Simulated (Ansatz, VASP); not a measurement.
## W in VASP and in Ansatz

```
W
1.0
    -1.51332    1.51332    1.51332
     1.51332   -1.51332    1.51332
     1.51332    1.51332   -1.51332
W
1
Direct
  0.00000 0.00000 0.00000
```

Change from the starting cell: volume scaled by 0.9, crystal datasets.

Alike in both runs: task single point; functional LDA; k mesh 19 × 19 × 19; occupations fermi-dirac, width 0.08 eV; no spin polarisation.

|  | VASP | Ansatz |
| --- | --- | --- |
| version | VASP 6.6.1 | Ansatz 0.2.0 |
| potentials or method | VASP PAW LDA potentials, release 64 (W_sv), cutoff 520 eV | all-electron PAW with datasets made for the crystal, scalar-relativistic |

Ansatz gave:

- pressure (GPa): 43.7

Task: What did VASP give for the same quantities?

Result: Pressure (GPa): 47.1.

LDA's correlation is that of Perdew and Zunger in VASP and of Perdew and Wang (1992) in Ansatz. Both programs put the cell under a high pressure, so it lies far from rest at this level. Ansatz ran all-electron here, and VASP with PAW potentials.

Spin-orbit coupling is off throughout.
